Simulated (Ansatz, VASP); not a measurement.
## One calculation of C, two programs

```
CELL_PARAMETERS angstrom
2.50320 0.00000 0.00000
-1.25160 2.16783 0.00000
0.00000 0.00000 4.12718
ATOMIC_POSITIONS crystal
C 0.33333 0.66667 0.00024
C 0.66667 0.33333 0.50024
C 0.33333 0.66667 0.37476
C 0.66667 0.33333 0.87476
```

Change from the starting cell: uniaxial_z strain -1.0%.

Alike in both runs: task single point; functional PBE; k mesh 12 × 12 × 6; occupations fermi-dirac, width 0.02 eV; no spin polarisation.

|  | VASP | Ansatz |
| --- | --- | --- |
| version | VASP 6.6.1 | Ansatz 0.2.0 |
| potentials or method | VASP PAW PBE potentials, release 64 (C) | plane waves, PAW |
| plane-wave cutoff (eV) | 520 | 420 |
| valence electrons in the cell | 16 | 16 |

Ansatz gave:

| Item | Value |
| --- | --- |
| gap on the k mesh at the Fermi level (eV) | 3.30 |
| pressure (GPa) | 8.9 |
| traceless stress, the component that is largest in VASP (GPa) | 8.54 |

Task: What did VASP give for the same quantities?

Result: gap on the k mesh at the Fermi level (eV): 3.28; pressure (GPa): 9.6; traceless stress, the component that is largest in VASP (GPa): 8.51.
